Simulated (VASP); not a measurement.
A run of VASP 6.6.1 is set up as follows.

Contents of INCAR:

```
ALGO = Normal
EDIFF = 1E-6
ENCUT = 520
GGA = PE
ISIF = 2
ISMEAR = -1
ISPIN = 2
LASPH = T
LCHARG = F
LMAXMIX = 4
LORBIT = 11
LREAL = F
LWAVE = F
MAGMOM = 1 0
NBANDS = 19
NELM = 150
PREC = Accurate
SIGMA = 0.05
```

The input KPOINTS:

```
k-points
0
Gamma
  11 11 11
```

File POSCAR:

```
NiO
1.0
    2.5046153800      0.0000000000      0.0000000000
    0.0000000000      2.5046153800      0.0000000000
    0.0000000000      0.0000000000      2.5046153800
Ni O
1 1
Direct
    0.0131410000      0.0027990000     -0.0037370000
    0.4834500000      0.5023120000      0.5003710000
```

Potentials or basis: VASP PAW PBE potentials, release 64 (Ni, O).

Run with:

```bash
$ cat potpaw_PBE.64/Ni/POTCAR potpaw_PBE.64/O/POTCAR > POTCAR
$ mpirun -np 1 vasp_std > vasp.out
```

Problem. What does it give for the largest force?

Solution. 0.100 eV/Å.

Problem. Estimate the pressure.

Solution. 25.5 GPa.

Stress tensor (GPa, compression positive):
```
25.28  0.01 -0.06
 0.01 25.59  0.00
-0.06  0.00 25.58
```

Caveat: the cell differs from its parent crystal (atoms moved at random); a cell with one magnetic atom can't hold antiferromagnetic order, which such compounds often take.
